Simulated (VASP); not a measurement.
## SiH10C20: single point with PBE

The system is SiH10C20, a slab with vacuum.

```
H C Si
1.0
     5.04874    0.00000    0.00000
     0.00000    5.04874    0.00000
     0.00000    0.00000   15.83556
H C Si
10 20 1
Cartesian
  2.1598 0.0000 1.0000
  0.3646 0.0000 1.0000
  4.6842 0.0000 1.0000
  2.8890 0.0000 1.0000
  2.1598 2.5244 1.0000
  0.3646 2.5244 1.0000
  4.6842 2.5244 1.0000
  2.8890 2.5244 1.0000
  1.2763 2.5431 6.1449
  3.7892 2.5363 6.1465
  1.2622 0.0000 1.6347
  3.7866 0.0000 1.6347
  1.2622 2.5244 1.6347
  3.7866 2.5244 1.6347
  1.2622 1.2622 2.5272
  3.7866 1.2622 2.5272
  1.2622 3.7866 2.5272
  3.7866 3.7866 2.5272
  0.0140 1.2486 3.3734
  2.5278 1.2698 3.3362
  0.0105 3.7802 3.5056
  2.5300 3.7937 3.4788
  0.0415 0.0647 4.3827
  2.5400 0.0987 4.2822
  0.0186 2.4259 4.3327
  2.5302 2.4425 4.3184
  1.3500 0.4321 5.1946
  3.7944 0.4254 5.1301
  1.2868 2.0722 5.1500
  3.7920 2.0885 5.1248
  3.1513 -0.1900 6.7772
```

```
Program                : VASP 6.6.1
Task                   : single point
Functional             : PBE
Potentials or basis    : VASP PAW PBE potentials, release 64 (H, C, Si)
Cutoff                 : 520 eV
k mesh                 : 2 × 2 × 1
Occupations            : gaussian, width 0.02 eV
Spin                   : collinear spin, zero start
Starting moments       : [0.0, 0.0, 0.0, 0.0, 0.0, 0.0, 0.0, 0.0, 0.0, 0.0, 0.0, 0.0, 0.0, 0.0, 0.0, 0.0, 0.0, 0.0, 0.0, 0.0, 0.0, 0.0, 0.0, 0.0, 0.0, 0.0, 0.0, 0.0, 0.0, 0.0, 0.0] μB
Dipole correction      : no
Further INCAR settings : LREAL = Auto; ALGO = Normal; EDIFF = 1e-07; NBANDS = 72
```

```json
{"Largest force": "8.934 eV/Å", "Band gap on the k mesh": "0.04 eV (least direct gap 0.08 eV)", "Net moment": "0.00 μB per cell", "Valence electrons inside the program's atomic spheres": "H 0.84, 0.69, 0.68 (each value once); C 2.68, 2.60, 2.59, 2.51, 2.62, 2.66, 2.46, 2.49, 2.50, 2.58, 2.56, 2.40, 2.53, 2.54 (each value once); Si 1.56"}
```

Forces in eV/Å, atoms in the order of the input:
```
H   -8.921 -0.059  0.038
H    8.915 -0.038  0.035
H   -8.918 -0.044  0.034
H    8.910 -0.053  0.038
H   -8.933  0.030  0.051
H    8.914  0.068  0.023
H   -8.919  0.067  0.009
H    8.912  0.029  0.072
H    0.044  0.020  0.035
H    0.023 -0.003  0.016
C   -0.062 -0.139  1.040
C    0.092 -0.127  1.056
C   -0.152  0.158  1.018
C    0.273  0.151  1.058
C    0.032  0.009 -2.872
C    0.453 -0.093 -2.716
C    0.080 -0.027  0.489
C    0.214  0.023  0.546
C    0.027 -0.031  0.050
C    0.010  0.039 -0.068
C    0.027 -0.006  0.046
C    0.007  0.024 -0.037
C    0.061 -0.070  0.143
C    0.099  0.007 -0.135
C    0.027 -0.002  0.033
C    0.018  0.060 -0.010
C    0.221 -0.064  0.147
C    0.027 -0.059 -0.002
C    0.053 -0.031  0.063
C   -0.002  0.013  0.011
Si  -1.532  0.148 -0.210
```

Levels at points of the mesh, in eV from the valence-band top:
Spin up:
| k point | band 45 | band 46 | band 47 | band 48 | band 49 | band 50 |
| --- | --- | --- | --- | --- | --- | --- |
| (0.00, 0.00, 0.00) | -0.93 | -0.54 | -0.02 | 0.44 | 1.73 | 2.12 |
| (0.50, 0.00, 0.00) | -2.22 | -2.03 | -1.08 | 0.44 | 1.62 | 3.33 |
| (0.00, 0.50, 0.00) | -0.76 | -0.24 | 0.00 | 0.08 | 1.90 | 3.08 |
| (0.50, 0.50, 0.00) | -2.62 | -2.03 | -0.94 | 0.04 | 2.02 | 3.66 |
Spin down:
```csv
k point,band 43,band 44,band 45,band 46,band 47,band 48,band 49,band 50,band 51,band 52
"(0.00, 0.00, 0.00)",-2.44,-2.38,-0.93,-0.54,-0.02,0.44,1.73,2.12,3.16,3.95
"(0.50, 0.00, 0.00)",-2.44,-2.26,-2.22,-2.03,-1.08,0.44,1.62,3.33,3.38,4.07
"(0.00, 0.50, 0.00)",-2.68,-2.23,-0.76,-0.24,0.00,0.08,1.90,3.08,3.11,3.47
"(0.50, 0.50, 0.00)",-3.04,-2.83,-2.62,-2.03,-0.94,0.04,2.02,3.66,3.99,4.18
```

Wall time 6.7 min on 1 thread of Intel(R) Xeon(R) 6975P-C (Granite Rapids), on a shared host, peak memory 0.64 GiB.

Caveat: the k points lie up to 0.62 Å⁻¹ apart; there is no dipole correction, which matters where the two faces differ.
